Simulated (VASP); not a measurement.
# BaPPt (P2_13) in VASP: a series of runs

Runs on BaPPt. Level: LDA. Tasks: single point.

Program: VASP 6.6.1. These are calculated values, not measurements. Logs are shortened: lines on timing, memory, paths and dates and some standing lists are left out, and cuts for length are marked.

### 1 The cell of the first run

Symmetry: P2_13, No. 198, cubic system. Conventional cell: a = 6.587 Å, b = 6.587 Å, c = 6.587 Å, α = 90.00°, β = 90.00°, γ = 90.00°. Within 4.1 Å of Ba (site symmetry 3) lie 7 P at 3.15 to 3.95 Å and 7 Pt at 3.30 to 3.65 Å and 6 Ba at 4.04 Å. P (site symmetry 3) has 3 Pt at 2.37 Å and 4 Ba at 3.15 to 3.30 Å within 3.4 Å. Pt (site symmetry 3) has 3 P at 2.37 Å within 3.1 Å.

### 2 Single point, LDA

File INCAR:

```
SYSTEM = BaPPt
PREC     = Accurate       ! precision mode
ENCUT    = 520            ! plane-wave cutoff, eV
EDIFF    = 1E-6           ! SCF threshold, eV
ISMEAR   = 0              ! smearing method
SIGMA    = 0.1            ! smearing width, eV
LREAL    = .FALSE.        ! projectors in reciprocal space
LASPH    = .TRUE.         ! aspherical terms in the spheres
NELM     = 80             ! most SCF steps
ALGO     = Normal         ! electronic algorithm
ISIF     = 2              ! what is computed and relaxed
LWAVE    = .FALSE.        ! write WAVECAR
LCHARG   = .TRUE.         ! write CHGCAR
GGA      = CA             ! functional
LELF     = .TRUE.         ! ELF
LVHAR    = .TRUE.       
NBANDS   = 62             ! bands
```

File KPOINTS:

```
Automatic mesh
0
G
  4 4 4
  0 0 0
```

File POSCAR:

```
BaPPt
1.0
    6.5871675700      0.0000000000      0.0000000000
    0.0000000000      6.5871675700      0.0000000000
    0.0000000000      0.0000000000      6.5871675700
Ba P Pt
4 4 4
Direct
    0.6389507800      0.3610492200      0.8610492200
    0.3610492200      0.8610492200      0.6389507800
    0.1389507800      0.1389507800      0.1389507800
    0.8610492200      0.6389507800      0.3610492200
    0.5846333400      0.9153666600      0.0846333400
    0.0846333400      0.5846333400      0.9153666600
    0.9153666600      0.0846333400      0.5846333400
    0.4153666600      0.4153666600      0.4153666600
    0.1505765600      0.3494234400      0.6505765600
    0.6505765600      0.1505765600      0.3494234400
    0.8494234400      0.8494234400      0.8494234400
    0.3494234400      0.6505765600      0.1505765600
```

Potentials or basis: VASP PAW LDA potentials, release 64 (Ba_sv, P, Pt).

Command:

```
> cat potpaw_LDA.64/Ba_sv/POTCAR potpaw_LDA.64/P/POTCAR potpaw_LDA.64/Pt/POTCAR > POTCAR
> mpirun -np 1 vasp_std > vasp.out
```

OUTCAR:

```text
SYSTEM = BaPPt
   PREC = Accurate
   ENCUT = 520
   EDIFF = 1E-6
   ISMEAR = 0
   LREAL = .FALSE.
   LASPH = .TRUE.
   NELM = 80
   ISIF = 2
   GGA = CA

 ion  position               nearest neighbor table
   1  0.639  0.361  0.861-   7 3.15  12 3.30   5 3.30   8 3.30   6 3.30  10 3.50  11 3.50   9 3.50
                             9 3.65  10 3.65  11 3.65   3 4.04   4 4.04   4 4.04   2 4.04   2 4.04
   2  0.361  0.861  0.639-   6 3.15  10 3.30   7 3.30   8 3.30   5 3.30   9 3.50  11 3.50  12 3.50
                            12 3.65   9 3.65  11 3.65   3 4.04   3 4.04   1 4.04   4 4.04   4 4.04
   3  0.139  0.139  0.139-   8 3.15  11 3.30   7 3.30   5 3.30   6 3.30  10 3.50   9 3.50  12 3.50
                             9 3.65  10 3.65  12 3.65   4 4.04   1 4.04   2 4.04   2 4.04   4 4.04
   4  0.861  0.639  0.361-   5 3.15   9 3.30   7 3.30   8 3.30   6 3.30  10 3.50  11 3.50  12 3.50
                            10 3.65  11 3.65  12 3.65   2 4.04   1 4.04   3 4.04   3 4.04   2 4.04
   5  0.585  0.915  0.085-  10 2.37  11 2.37  12 2.37   4 3.15   2 3.30   3 3.30   1 3.30
   6  0.085  0.585  0.915-   9 2.37  12 2.37  11 2.37   2 3.15   1 3.30   3 3.30   4 3.30
   7  0.915  0.085  0.585-  10 2.37  11 2.37   9 2.37   1 3.15   2 3.30   3 3.30   4 3.30
   8  0.415  0.415  0.415-   9 2.37  12 2.37  10 2.37   3 3.15   2 3.30   1 3.30   4 3.30
   9  0.151  0.349  0.651-   6 2.37   8 2.37   7 2.37   4 3.30   2 3.50   3 3.50   1 3.50   2 3.65
                             3 3.65   1 3.65
  10  0.651  0.151  0.349-   5 2.37   7 2.37   8 2.37   2 3.30   1 3.50   3 3.50   4 3.50   1 3.65
                             4 3.65   3 3.65
  11  0.849  0.849  0.849-   5 2.37   7 2.37   6 2.37   3 3.30   2 3.50   1 3.50   4 3.50   1 3.65
                             4 3.65   2 3.65
  12  0.349  0.651  0.151-   6 2.37   8 2.37   5 2.37   1 3.30   2 3.50   3 3.50   4 3.50   4 3.65
                             2 3.65   3 3.65

  LATTYP: Found a simple cubic cell.
 ALAT       =     6.5871675700

  Lattice vectors:

 A1 = (   6.5871675700,   0.0000000000,   0.0000000000)
 A2 = (   0.0000000000,   6.5871675700,   0.0000000000)
 A3 = (   0.0000000000,   0.0000000000,   6.5871675700)

Analysis of symmetry for initial positions (statically):
=====================================================================
 Subroutine PRICEL returns:
 Original cell was already a primitive cell.

 Routine SETGRP: Setting up the symmetry group for a
 simple cubic supercell.

 Subroutine GETGRP returns: Found 12 space group operations
 (whereof  3 operations were pure point group operations)
 out of a pool of 48 trial point group operations.

The static configuration has the point symmetry C_3 .
 The point group associated with its full space group is T   .

[... 134 lines left out ...]
   ISMEAR =     0;   SIGMA  =   0.10  broadening in eV -4-tet -1-fermi 0-gaus
   EFERMI_NEDOS =   21; number of points for ismear=-14 and -15
   IALGO  =     38    algorithm
   IMIX   =      4    mixing-type and parameters
     AMIX     =   0.40;   BMIX     =  1.00
     AMIX_MAG =   1.60;   BMIX_MAG =  1.00
  volume/ion in A,a.u.               =      23.82       160.74
  Fermi-wavevector in a.u.,A,eV,Ry     =   1.153567  2.179925 18.105498  1.330717
  Thomas-Fermi vector in A             =   2.290210
   LORBIT       =      0    0 simple, 1 ext, 2 COOP (PROOUT), +10 PAW based schemes
   GGA     = CA    functional components
   LHFCALC =     F    Hartree Fock is set to
   AEXX    =    0.0000 exact exchange contribution
   IVDW    =     0    specifies the selected vdW correction
   LEPSILON=     F    determine dielectric tensor
   LRPA    =     F    only Hartree local field effects (RPA)
 non-spin polarized calculation
 Gauss-broadening in eV      SIGMA  =   0.10
  energy-cutoff  :      520.00
  volume of cell :      285.82
 maximum number of plane-waves:      7809
 NGX is ok and might be reduce to    50
   NGX = 25   NGY = 25   NGZ = 25

 number of electron     100.0000006 magnetization

 Free energy of the ion-electron system (eV)
  ---------------------------------------------------
  ext. energy  EPLUGINS =         0.00000000
  ---------------------------------------------------
  free energy    TOTEN  =       -76.64534112 eV

  energy without entropy =      -76.62557685  energy(sigma->0) =      -76.63545899

 E-fermi :   5.8223     XC(G=0): -10.5440

 val. band max:        5.6385435086   @ k =   0.2500   0.0000   0.0000
 cond. band min:       5.8331866817   @ k =   0.2500   0.2500   0.0000
 fundamental gap:      0.1946431732
 Fermi energy:         5.8222666178

 k-point     1 :       0.0000    0.0000    0.0000
  band No.  band energies     occupation
      1     -22.0202      2.00000
      2     -21.9144      2.00000
      3     -21.9144      2.00000
      4     -21.9144      2.00000
      5      -7.7356      2.00000
      6      -7.7356      2.00000
[... 704 lines left out ...]
     61       8.9356      0.00000
     62       8.9356      0.00000

------------------------ aborting loop because EDIFF is reached ----------------------------------------

  FORCE on cell =-STRESS in cart. coord.  units (eV):
  Direction    XX          YY          ZZ          XY          YZ          ZX
  --------------------------------------------------------------------------------------
  -------------------------------------------------------------------------------------
  Total       -8.0069148     -8.0069148     -8.0069148      0.0000000      0.0000000      0.0000000
  in kB      -44.8827706    -44.8827706    -44.8827706      0.0000000      0.0000000      0.0000000
  external PRESSURE =     -44.8827706 kB  Pullay stress =       0.0000000 kB

 VOLUME and BASIS-vectors are now :
 -----------------------------------------------------------------------------
  energy-cutoff  :      520.00
  volume of cell :      285.82
      direct lattice vectors                 reciprocal lattice vectors
     6.587167570  0.000000000  0.000000000     0.151810317  0.000000000  0.000000000
     0.000000000  6.587167570  0.000000000     0.000000000  0.151810317  0.000000000
     0.000000000  0.000000000  6.587167570     0.000000000  0.000000000  0.151810317

 POSITION                                       TOTAL-FORCE (eV/Angst)
 -----------------------------------------------------------------------------------
      4.20888      2.37829      5.67188         0.033889     -0.033889     -0.033889
      2.37829      5.67188      4.20888        -0.033889     -0.033889      0.033889
      0.91529      0.91529      0.91529         0.033889      0.033889      0.033889
      5.67188      4.20888      2.37829        -0.033889      0.033889     -0.033889
      3.85108      6.02967      0.55749         0.037366     -0.037366      0.037366
      0.55749      3.85108      6.02967         0.037366      0.037366     -0.037366
      6.02967      0.55749      3.85108        -0.037366      0.037366      0.037366
      2.73609      2.73609      2.73609        -0.037366     -0.037366     -0.037366
      0.99187      2.30171      4.28546        -0.023756      0.023756     -0.023756
      4.28546      0.99187      2.30171        -0.023756     -0.023756      0.023756
      5.59529      5.59529      5.59529         0.023756      0.023756      0.023756
      2.30171      4.28546      0.99187         0.023756     -0.023756     -0.023756
 -----------------------------------------------------------------------------------
    total drift:                               -0.000000      0.000000      0.000000

  FREE ENERGIE OF THE ION-ELECTRON SYSTEM (eV)
  ---------------------------------------------------
  free  energy   TOTEN  =       -76.6453411196 eV

  energy  without entropy=      -76.6255768514  energy(sigma->0) =      -76.63545899
```

OSZICAR:

```text
N       E                     dE             d eps       ncg     rms          rms(c)
DAV:   1     0.613957906946E+03    0.61396E+03   -0.46022E+04  1364   0.146E+03
DAV:   2    -0.330371012865E+02   -0.64700E+03   -0.62017E+03  1686   0.283E+02
DAV:   3    -0.785901080118E+02   -0.45553E+02   -0.44753E+02  1760   0.698E+01
DAV:   4    -0.801131922402E+02   -0.15231E+01   -0.15188E+01  1984   0.116E+01
DAV:   5    -0.801441508648E+02   -0.30959E-01   -0.30943E-01  1780   0.164E+00    0.232E+01
DAV:   6    -0.774211132537E+02    0.27230E+01   -0.26666E+01  1560   0.192E+01    0.102E+01
DAV:   7    -0.767673198918E+02    0.65379E+00   -0.44808E+00  1510   0.873E+00    0.698E+00
DAV:   8    -0.766800108806E+02    0.87309E-01   -0.46764E-01  1672   0.211E+00    0.147E+00
DAV:   9    -0.766449938303E+02    0.35017E-01   -0.15043E-01  1564   0.156E+00    0.320E-01
DAV:  10    -0.766452878320E+02   -0.29400E-03   -0.96636E-03  1624   0.320E-01    0.158E-01
DAV:  11    -0.766453555558E+02   -0.67724E-04   -0.39460E-04  1844   0.569E-02    0.850E-02
DAV:  12    -0.766453496298E+02    0.59260E-05   -0.29656E-04  1592   0.662E-02    0.292E-02
DAV:  13    -0.766453413452E+02    0.82845E-05   -0.71246E-05  1418   0.350E-02    0.433E-03
DAV:  14    -0.766453411196E+02    0.22563E-06   -0.19522E-06   976   0.542E-03
   1 F= -.76645341E+02 E0= -.76635459E+02  d E =-.197643E-01
```

stdout:

```text
POSCAR found type information on POSCAR BaP Pt
 POSCAR found :  3 types and      12 ions
 scaLAPACK will be used
 LDA part: xc-table for (Slater(with rela. corr.)+CA(PZ))
 , standard interpolation
 POSCAR, INCAR and KPOINTS ok, starting setup
 FFT: planning ... GRIDC
 FFT: planning ... GRID_SOFT
 FFT: planning ... GRID
 WAVECAR not read
 entering main loop
```

Run time: 2.2 min. Hardware: 1 thread of Intel Xeon Platinum 8488C (Sapphire Rapids), shared host; peak memory 0.37 GiB.

Results:

- Free energy: -76.6453 eV
- Pressure: -4.5 GPa
- Largest force: 0.065 eV/Å
- Band gap on the k mesh: zero (bands 50 and 51 overlap by 0.56 eV)

Forces in eV/Å, atoms in the order of the input:
```
Ba   0.034 -0.034 -0.034
Ba  -0.034 -0.034  0.034
Ba   0.034  0.034  0.034
Ba  -0.034  0.034 -0.034
P    0.037 -0.037  0.037
P    0.037  0.037 -0.037
P   -0.037  0.037  0.037
P   -0.037 -0.037 -0.037
Pt  -0.024  0.024 -0.024
Pt  -0.024 -0.024  0.024
Pt   0.024  0.024  0.024
Pt   0.024 -0.024 -0.024
```

Levels at points of the mesh, in eV from the Fermi level:
```tsv
k point	band 47	band 48	band 49	band 50	band 51	band 52	band 53	band 54
(0.00, 0.00, 0.00)	-1.91	-1.19	-1.19	-0.19	-0.19	-0.19	1.36	1.48
(0.50, 0.00, 0.00)	-1.77	-1.77	-0.51	-0.51	0.55	0.55	0.72	0.72
(0.50, 0.50, 0.00)	-1.51	-1.51	-0.27	-0.27	0.78	0.78	1.25	1.25
(0.50, 0.50, 0.50)	-0.60	-0.60	-0.55	-0.55	-0.55	-0.55	1.16	1.16
```

Caveat: the cell stands under tension; spin-orbit coupling is left out, which moves the levels of the heavy elements.

### 3 Single point, LDA

This run uses another cell than the first one, of 22.40 Å³/atom.

File INCAR:

```
SYSTEM = BaPPt
  PREC = Accurate
  ENCUT = 520
  EDIFF = 1E-6
  ISMEAR = 0
  SIGMA = 0.1
  LREAL = .FALSE.
  LASPH = .TRUE.
  NELM = 80
  ALGO = Normal
  ISIF = 2
  LWAVE = .FALSE.
  LCHARG = .FALSE.
  GGA = CA
  NBANDS = 62
```

File KPOINTS:

```
regular mesh
0
G
  6 6 6
  0 0 0
```

File POSCAR:

```
BaPPt
1.0
    6.4539277474      0.0000000000      0.0000000000
    0.0000000000      6.4539277474      0.0000000000
    0.0000000000      0.0000000000      6.4539277474
Ba P Pt
4 4 4
Direct
    0.6385471465      0.3614528535      0.8614528535
    0.3614528535      0.8614528535      0.6385471465
    0.1385471465      0.1385471465      0.1385471465
    0.8614528535      0.6385471465      0.3614528535
    0.5833268227      0.9166731773      0.0833268227
    0.0833268227      0.5833268227      0.9166731773
    0.9166731773      0.0833268227      0.5833268227
    0.4166731773      0.4166731773      0.4166731773
    0.1508803424      0.3491196576      0.6508803424
    0.6508803424      0.1508803424      0.3491196576
    0.8491196576      0.8491196576      0.8491196576
    0.3491196576      0.6508803424      0.1508803424
```

Potentials or basis: VASP PAW LDA potentials, release 64 (Ba_sv, P, Pt).

Command:

```
> cat potpaw_LDA.64/Ba_sv/POTCAR potpaw_LDA.64/P/POTCAR potpaw_LDA.64/Pt/POTCAR > POTCAR
> mpirun -np 1 vasp_std > vasp.out
```

Run time: 3.7 min. Hardware: 1 thread of Intel Xeon Platinum 8488C (Sapphire Rapids), shared host; peak memory 0.46 GiB.

Results (log left out):

```
Free energy            : -76.8292 eV
Pressure               : 1.0 GPa
Largest force          : 0.026 eV/Å
Band gap on the k mesh : zero (bands 50 and 51 overlap by 0.61 eV)
```

Forces on the atoms (eV/Å):
```
Ba   0.015 -0.015 -0.015
Ba  -0.015 -0.015  0.015
Ba   0.015  0.015  0.015
Ba  -0.015  0.015 -0.015
P    0.008 -0.008  0.008
P    0.008  0.008 -0.008
P   -0.008  0.008  0.008
P   -0.008 -0.008 -0.008
Pt   0.009 -0.009  0.009
Pt   0.009  0.009 -0.009
Pt  -0.009 -0.009 -0.009
Pt  -0.009  0.009  0.009
```

Levels at points of the mesh, in eV from the Fermi level:
| k point | band 47 | band 48 | band 49 | band 50 | band 51 | band 52 | band 53 | band 54 |
| --- | --- | --- | --- | --- | --- | --- | --- | --- |
| (0.00, 0.00, 0.00) | -1.88 | -1.17 | -1.17 | -0.17 | -0.17 | -0.17 | 1.61 | 1.61 |
| (0.50, 0.00, 0.00) | -1.78 | -1.78 | -0.49 | -0.49 | 0.69 | 0.69 | 0.79 | 0.79 |
| (0.50, 0.50, 0.00) | -1.51 | -1.51 | -0.22 | -0.22 | 0.92 | 0.92 | 1.34 | 1.34 |
| (0.50, 0.50, 0.50) | -0.59 | -0.59 | -0.53 | -0.53 | -0.53 | -0.53 | 1.35 | 1.35 |

Caveat: spin-orbit coupling is left out, which moves the levels of the heavy elements.
